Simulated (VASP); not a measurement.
# Pt3PbC (P4mm) in VASP: relaxation of the atoms with PBE+D3(BJ)

Aim: the relaxation of the atoms of Pt3PbC with PBE+D3(BJ).

Program: VASP 6.6.1. These are calculated values, not measurements. Logs are shortened: lines on timing, memory, paths and dates and some standing lists are left out, and cuts for length are marked.

## 1. The cell of the first run

The structure is tetragonal, space group P4mm (No. 99). Conventional cell: a = 4.348 Å, b = 4.348 Å, c = 4.348 Å, α = 90.00°, β = 90.00°, γ = 90.00°. Pt (site symmetry 4mm) has 2 C at 2.12 to 2.22 Å within 2.8 Å. Within 2.9 Å of Pt (site symmetry 2mm) lie 2 C at 2.17 Å. Within 4.0 Å of Pb (site symmetry 4mm) lie 12 Pt at 3.07 Å and 8 C at 3.74 to 3.79 Å. C (site symmetry 4mm) has 6 Pt at 2.12 to 2.22 Å within 2.8 Å.

## 2. Relaxation of the atoms, PBE+D3(BJ)

INCAR

```
ALGO = Normal ; EDIFF = 1E-6
EDIFFG = -0.01 ; ENCUT = 520
GGA = PE ; IBRION = 2
ISIF = 2 ; ISMEAR = -1
IVDW = 12 ; LASPH = True
LCHARG = False ; LREAL = False
LWAVE = False ; NELM = 80
NSW = 50 ; PREC = Accurate
SIGMA = 0.1
```

KPOINTS

```
k-points
0
Gamma
  4 4 4
```

POSCAR

```
Pt3PbC
1.0
    4.3480430000      0.0000000000      0.0000000000
    0.0000000000      4.3480430000      0.0000000000
    0.0000000000      0.0000000000      4.3480430000
Pt Pb C
3 1 1
Selective dynamics
Direct
    0.0000000000      0.5000000000      0.5000000000  F F F
    0.5000000000      0.5000000000      0.0000000000  T T T
    0.5000000000      0.0000000000      0.5000000000  T T T
    0.0000000000      0.0000000000      0.0000000000  T T T
    0.5114994300      0.5000000000      0.5000000000  T T T
```

Potentials or basis: VASP PAW PBE potentials, release 64 (Pt, Pb_d, C).

The run is started by

```bash
$ cat potpaw_PBE.64/Pt/POTCAR potpaw_PBE.64/Pb_d/POTCAR potpaw_PBE.64/C/POTCAR > POTCAR
$ mpirun -np 1 vasp_std > vasp.out
```

OUTCAR:

```text
EDIFF = 1E-6
   EDIFFG = -0.01
   ENCUT = 520
   GGA = PE
   IBRION = 2
   ISIF = 2
   ISMEAR = -1
   IVDW = 12
   LASPH = True
   LREAL = False
   NELM = 80
   NSW = 50
   PREC = Accurate
 IVDW          = 12

 ion  position               nearest neighbor table
   1  0.000  0.500  0.500-   5 2.12   5 2.22   3 3.07   4 3.07   2 3.07   2 3.07   4 3.07   3 3.07
                             4 3.07   4 3.07   2 3.07   3 3.07   2 3.07   3 3.07
   2  0.500  0.500  0.000-   5 2.17   5 2.17   4 3.07   1 3.07   1 3.07   3 3.07   3 3.07   3 3.07
                             4 3.07   3 3.07   1 3.07   4 3.07   1 3.07   4 3.07
   3  0.500  0.000  0.500-   5 2.17   5 2.17   4 3.07   1 3.07   2 3.07   4 3.07   1 3.07   2 3.07
                             2 3.07   2 3.07   1 3.07   4 3.07   4 3.07   1 3.07
   4  0.000  0.000  0.000-   1 3.07   2 3.07   3 3.07   1 3.07   3 3.07   1 3.07   2 3.07   1 3.07
                             2 3.07   3 3.07   3 3.07   2 3.07
   5  0.511  0.500  0.500-   1 2.12   2 2.17   3 2.17   2 2.17   3 2.17   1 2.22

  LATTYP: Found a simple cubic cell.
 ALAT       =     4.3480430000

  Lattice vectors:

 A1 = (   4.3480430000,   0.0000000000,   0.0000000000)
 A2 = (   0.0000000000,   4.3480430000,   0.0000000000)
 A3 = (   0.0000000000,   0.0000000000,   4.3480430000)

Analysis of symmetry for initial positions (statically):
=====================================================================
 Subroutine PRICEL returns:
 Original cell was already a primitive cell.

 Routine SETGRP: Setting up the symmetry group for a
 simple cubic supercell.

 Subroutine GETGRP returns: Found  8 space group operations
 (whereof  8 operations were pure point group operations)
 out of a pool of 48 trial point group operations.

The static configuration has the point symmetry C_4v.

Analysis of symmetry for dynamics (positions and initial velocities):
=====================================================================
 Subroutine PRICEL returns:
 Original cell was already a primitive cell.

 Routine SETGRP: Setting up the symmetry group for a
 simple cubic supercell.

 Subroutine GETGRP returns: Found  8 space group operations
 (whereof  8 operations were pure point group operations)
 out of a pool of 48 trial point group operations.

The dynamic configuration has the point symmetry C_4v.

Analysis of constrained symmetry for selective dynamics:
=====================================================================
 Subroutine PRICEL returns:
 Original cell was already a primitive cell.

 Routine SETGRP: Setting up the symmetry group for a
 simple cubic supercell.

[... 95 lines left out ...]
   ISTART =      0    job   : 0-new  1-cont  2-samecut
   ICHARG =      2    charge: 1-file 2-atom 10-const
   ISPIN  =      1    spin polarized calculation?
   LNONCOLLINEAR =      F non collinear calculations
   LSORBIT =      F    spin-orbit coupling
   LASPH  =      T    aspherical Exc in radial PAW
   ENCUT  =  520.0 eV  38.22 Ry    6.18 a.u.   8.08  8.08  8.08*2*pi/ulx,y,z
   NELM   =     80;   NELMIN=  2; NELMDL= -5     # of ELM steps
   EDIFF  = 0.1E-05   stopping-criterion for ELM
   LREAL  =      F    real-space projection
   EDIFFG = -.1E-01   stopping-criterion for IOM
   NSW    =     50    number of steps for IOM
   IBRION =      2    ionic relax: 0-MD 1-quasi-New 2-CG
   NFREE  =      1    steps in history (QN), initial steepest desc. (CG)
   ISIF   =      2    stress and relaxation
   ISYM   =      2    0-nonsym 1-usesym 2-fastsym
   POTIM  = 0.5000    time-step for ionic-motion
   TEBEG  =    0.0;   TEEND  =   0.0 temperature during run
   PSTRESS=    0.0 pullay stress
   NELECT =      48.0000    total number of electrons
   NUPDOWN=      -1.0000    fix difference up-down
   EMIN   =  10.00;   EMAX   =-10.00  energy-range for DOS
   EFERMI =   0.00;   METHOD = LEGACY
   ISMEAR =    -1;   SIGMA  =   0.10  broadening in eV -4-tet -1-fermi 0-gaus
   EFERMI_NEDOS =   21; number of points for ismear=-14 and -15
   IALGO  =     38    algorithm
   IMIX   =      4    mixing-type and parameters
     AMIX     =   0.40;   BMIX     =  1.00
     AMIX_MAG =   1.60;   BMIX_MAG =  1.00
  volume/ion in A,a.u.               =      16.44       110.95
  Fermi-wavevector in a.u.,A,eV,Ry     =   1.368342  2.585792 25.475012  1.872361
  Thomas-Fermi vector in A             =   2.494315
   LORBIT       =      0    0 simple, 1 ext, 2 COOP (PROOUT), +10 PAW based schemes
   GGA     = PE    functional components
   LHFCALC =     F    Hartree Fock is set to
   AEXX    =    0.0000 exact exchange contribution
   IVDW    =    12    specifies the selected vdW correction
   LEPSILON=     F    determine dielectric tensor
   LRPA    =     F    only Hartree local field effects (RPA)
 conjugate gradient relaxation of ions
 non-spin polarized calculation
  energy-cutoff  :      520.00
  volume of cell :       82.20
 maximum number of plane-waves:      2272
   NGX = 17   NGY = 17   NGZ = 17

--------------------------------------- Ionic step        1  -------------------------------------------

 number of electron      47.9999991 magnetization

 Free energy of the ion-electron system (eV)
  ---------------------------------------------------
  ext. energy  EPLUGINS =         0.00000000
  ---------------------------------------------------
  free energy    TOTEN  =       -29.18112092 eV

  energy without entropy =      -29.07694776  energy(sigma->0) =      -29.12903434

------------------------ aborting loop because EDIFF is reached ----------------------------------------

 Edisp (eV)   -2.67675

 E8    (eV) :    -1.2254
[... 114 lines left out ...]
  FREE ENERGIE OF THE ION-ELECTRON SYSTEM (eV)
  ---------------------------------------------------
  free  energy   TOTEN  =       -31.8593966694 eV

  energy  without entropy=      -31.7550187973  energy(sigma->0) =      -31.80720773

[... ionic steps 4 to 33 ...]

--------------------------------------- Ionic step       34  -------------------------------------------

 number of electron      47.9999993 magnetization

------------------------ aborting loop because EDIFF is reached ----------------------------------------
[... 81 lines left out ...]
--------------------------------------- Ionic step       36  -------------------------------------------

 number of electron      47.9999992 magnetization

 Free energy of the ion-electron system (eV)
  ---------------------------------------------------
  ext. energy  EPLUGINS =         0.00000000
  ---------------------------------------------------
  free energy    TOTEN  =       -29.27587517 eV

  energy without entropy =      -29.16338852  energy(sigma->0) =      -29.21963184

 E-fermi :   9.2660     XC(G=0): -12.2625

 val. band max:        9.2502395748   @ k =   0.2500   0.2500   0.2500
 cond. band min:       9.2692944930   @ k =   0.2500   0.5000   0.5000
 fundamental gap:      0.0190549181
 Fermi energy:         9.2660451460

 k-point     1 :       0.0000    0.0000    0.0000
  band No.  band energies     occupation
      1      -7.2448      2.00000
      2      -7.2335      2.00000
      3      -7.2210      2.00000
      4      -7.2195      2.00000
      5      -7.2195      2.00000
      6      -4.1956      2.00000
[... 583 lines left out ...]
  FREE ENERGIE OF THE ION-ELECTRON SYSTEM (eV)
  ---------------------------------------------------
  free  energy   TOTEN  =       -31.9538557291 eV

  energy  without entropy=      -31.8413690738  energy(sigma->0) =      -31.89761240

 reached required accuracy - stopping structural energy minimisation
```

Run time: 7.5 min. Hardware: 1 thread of Intel Xeon Platinum 8375C at 2.90GHz (Ice Lake), shared host; peak memory 0.21 GiB.

Results:

```yaml
Free_energy: -31.9539 eV
Energy_gained_by_relaxing: 19.2 meV/atom
Ionic_steps: 36
Pressure_after_relaxing: -6.0 GPa
Band_gap_on_the_k_mesh: zero (bands 24 and 25 overlap by 1.53 eV)
Dispersion_energy_per_atom: -0.536 eV
```

Step by step:
| step | energy change (eV) | largest force on free atoms (eV/Å) | pressure (GPa) |
| --- | --- | --- | --- |
| 1 | 0.0000 | 0.0747 | -6.01 |
| 2 | -0.0006 | 0.0615 | -6.02 |
| 3 | -0.0015 | 0.0574 | -6.04 |
| 4 | -0.0019 | 0.0524 | -6.05 |
| 5 | -0.0028 | 0.0439 | -6.06 |
| 6 | -0.0047 | 0.0715 | -6.07 |
| 7 | -0.0082 | 0.1438 | -6.08 |
| 8 | -0.0125 | 0.2732 | -6.09 |
| 9 | -0.0127 | 0.3247 | -6.07 |
| 10 | -0.0128 | 0.3282 | -6.07 |
| 11 | -0.0131 | 0.3346 | -6.08 |
| 12 | -0.0137 | 0.3507 | -6.09 |
| 13 | -0.0150 | 0.3913 | -6.10 |
| 14 | -0.0183 | 0.5161 | -6.12 |
| 15 | -0.0285 | 0.7637 | -6.22 |
| 16 | -0.0152 | 0.5939 | -5.99 |
| 17 | -0.0324 | 0.7875 | -6.24 |
| 18 | -0.0330 | 0.7623 | -6.22 |
| 19 | -0.0331 | 0.7746 | -6.23 |
| 20 | -0.0347 | 0.7440 | -6.22 |
| 21 | -0.0353 | 0.7080 | -6.20 |
| 22 | -0.0373 | 0.6966 | -6.20 |
| 23 | -0.0432 | 0.6648 | -6.25 |
| 24 | -0.0542 | 0.5951 | -6.29 |
| 25 | -0.0725 | 0.4368 | -6.31 |
| 26 | -0.0923 | 0.1196 | -6.11 |
| 27 | -0.0930 | 0.1174 | -6.02 |
| 28 | -0.0931 | 0.1122 | -6.03 |
| 29 | -0.0938 | 0.0896 | -6.04 |
| 30 | -0.0954 | 0.0284 | -6.04 |
| 31 | -0.0948 | 0.0916 | -6.02 |
| 32 | -0.0958 | 0.0313 | -6.05 |
| 33 | -0.0958 | 0.0333 | -6.03 |
| 34 | -0.0959 | 0.0161 | -6.04 |
| 35 | -0.0960 | 0.0160 | -6.05 |
| 36 | -0.0960 | 0.0012 | -6.03 |

Final structure:
```xyz
5
Lattice="4.3480 0.0000 0.0000 0.0000 4.3480 0.0000 0.0000 0.0000 4.3480" Properties=species:S:1:pos:R:3 pbc="T T T"
Pt    0.0000    2.1740    2.1740
Pt    1.8907    2.1740    0.0000
Pt    1.8907    0.0000    2.1740
Pb    4.0871    0.0000    0.0000
C     2.3401    2.1740    2.1740
```

Caveat: the k points lie up to 0.36 Å⁻¹ apart, too coarse for converged energies and pressures of a metal; spin-orbit coupling is left out, which moves the levels of the heavy elements.
